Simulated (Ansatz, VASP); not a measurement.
Two plane-wave programs on ReSb

```xyz
2
Lattice="0.0000 2.9780 2.9780 2.9780 0.0000 2.9780 2.9780 2.9780 0.0000" Properties=species:S:1:pos:R:3 pbc="T T T"
Re    0.0000    0.0000    0.0000
Sb    1.4890    1.4890    1.4890
```

Alike in both runs: task single point; functional PBEsol; k mesh 10 × 10 × 10; occupations gaussian, width 0.05 eV; no spin polarisation.

```csv
,VASP,Ansatz
version,VASP 6.6.1,Ansatz 0.2.0
potentials or method,"VASP PAW PBE potentials, release 64 (Re, Sb), cutoff 520 eV","scalar-relativistic, plane waves, PAW"
valence electrons in the cell,12,30
```

```csv
,VASP,Ansatz,Ansatz less VASP
gap on the k mesh at the Fermi level (eV),none,none,-
pressure (GPa),-0.2,-0.3,-0.11
```

VASP's potentials were made for PBE, not for PBEsol. A gap of «none» marks a metal or a gap that the smearing closes. With one functional, cell and mesh, what is left measures potentials, basis and numerics. VASP's potentials hold 12 valence electrons a cell and Ansatz's 30, so a difference there can come from the potentials and not from the codes.

Spin-orbit coupling is off throughout.
